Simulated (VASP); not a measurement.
**Sb: single point with r2SCAN**

The system is Sb.

```
Sb
1.0
     0.00000    2.38695    2.38695
     2.38695    0.00000    2.38695
     2.38695    2.38695    0.00000
Sb
1
Direct
  0.00000 0.00000 0.00000
```

```yaml
Program: VASP 6.6.1
Task: single point
Functional: r2SCAN
Potentials_or_basis: VASP PAW PBE potentials, release 64 (Sb)
Cutoff: 520 eV
k_mesh: 10 × 10 × 10
Occupations: fermi-dirac, width 0.05 eV
Spin: no spin polarisation
```

```yaml
Pressure: -0.2 GPa
```

Levels at points of the mesh, in eV from the Fermi level:
```tsv
k point	band 1	band 2	band 3	band 4	band 5	band 6	band 7
(0.00, 0.00, 0.00)	-13.48	5.57	5.57	5.57	10.41	10.41	10.41
(0.50, 0.00, 0.00)	-9.52	-6.07	3.78	3.78	8.72	9.55	9.55
(0.50, 0.50, 0.00)	-7.77	-5.19	0.37	0.37	4.66	4.88	18.30
```

Run time: 32 s on 1 thread of Intel Xeon 6975P-C (shared host), peak memory 0.17 GiB.

Caveat: the PAW data sets were made with another functional, which shifts forces and pressure a little; spin-orbit coupling is left out, which moves the levels of the heavy elements.
